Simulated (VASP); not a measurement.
Input of a VASP 6.6.1 run:

File INCAR:

```
SYSTEM = HfB4C
  PREC = Accurate
  ENCUT = 600
  EDIFF = 1E-6
  ISMEAR = 0
  SIGMA = 0.1
  LREAL = .FALSE.
  LASPH = .TRUE.
  NELM = 60
  ALGO = Normal
  ISIF = 3
  LWAVE = .FALSE.
  LCHARG = .FALSE.
  GGA = PE
  IBRION = 2
  NSW = 90
  EDIFFG = -0.04
```

File KPOINTS:

```
regular mesh
0
G
  6 6 4
  0 0 0
```

The input POSCAR:

```
HfB4C
1.0
    3.2839243400      0.0000000000      0.0000000000
   -1.6419621700      2.8439619100      0.0000000000
    0.0000000000      0.0000000000      6.5809484400
Hf B C
1 4 1
Direct
    0.0000000000      0.0000000000      0.0000000000
    0.0000000000      0.0000000000      0.2691954200
    0.0000000000      0.0000000000      0.7308045800
    0.3333333300      0.6666666700      0.5000000000
    0.6666666700      0.3333333300      0.5000000000
    0.0000000000      0.0000000000      0.5000000000
```

Potentials or basis: VASP PAW PBE potentials, release 64 (Hf_pv, B, C).

Command:

```sh
$ cat potpaw_PBE.64/Hf_pv/POTCAR potpaw_PBE.64/B/POTCAR potpaw_PBE.64/C/POTCAR > POTCAR
$ mpirun -np 1 vasp_std > vasp.out
```

Task: Estimate the band gap on the k mesh.

Result: Zero (band 13 reaches 4.49 eV, above the bottom of band 14 at 3.89 eV).

Task: What does it give for the space group after relaxing (to 0.05 Å)?

Result: P6/mmm (No. 191).

Step by step:
```tsv
step	energy change (eV)	largest force (eV/Å)	pressure (GPa)	volume (Å³)
1	0.0000	7.7124	28.97	61.46
2	-4.4261	3.9763	-0.86	78.19
3	-5.0121	2.8283	2.25	74.07
4	-5.0884	2.3519	3.80	72.90
5	-5.1042	2.0496	4.81	72.27
6	-5.0733	0.9334	-8.43	76.66
7	-5.2520	0.3400	-2.35	74.26
8	-5.2521	0.3792	-2.17	74.20
9	-5.2714	0.0567	-0.51	72.80
10	-5.2723	0.0272	-0.07	72.46
11	-5.2728	0.0190	-0.08	72.36
```

Caveat: the k points lie up to 0.37 Å⁻¹ apart in the final cell; the volume moved by over 15 % at a fixed basis, so the end points are rough; spin-orbit coupling is left out, which moves the levels of the heavy elements.
